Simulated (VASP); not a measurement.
A run of VASP 6.6.1 is set up as follows.

INCAR

```
PREC = Accurate
ENCUT = 520
EDIFF = 1E-6
ISMEAR = -1
SIGMA = 0.1
LREAL = F
LASPH = T
NELM = 60
ALGO = Normal
ISIF = 2
LWAVE = F
LCHARG = F
GGA = RE
NBANDS = 26
```

File KPOINTS:

```
Automatic mesh
0
Gamma
  9 9 15
```

POSCAR

```
V
1.0
    4.4761184990      0.0000000000      0.0000000000
   -2.2380592495      3.8764323305      0.0000000000
    0.0000000000      0.0000000000      2.4072592382
V
3
Direct
    0.0000000000      1.0000000000      0.0000000000
    0.3333333333      0.6666666667      0.5000000000
    0.6666666667      0.3333333333      0.5000000000
```

Potentials or basis: VASP PAW PBE potentials, release 64 (V_sv).

Command:

```console
$ cat potpaw_PBE.64/V_sv/POTCAR > POTCAR
$ mpirun -np 1 vasp_std > vasp.out
```

Task: Estimate the band gap on the k mesh.

Result: Zero (an odd number of electrons rules out a gap without spin polarisation).

Task: Estimate the pressure.

Result: 0.2 GPa.

Stress tensor (GPa, compression positive):
```
-0.03  0.00  0.00
 0.00 -0.03  0.00
 0.00  0.00  0.52
```

Caveat: the PAW data sets were made with another functional, which shifts forces and pressure a little.
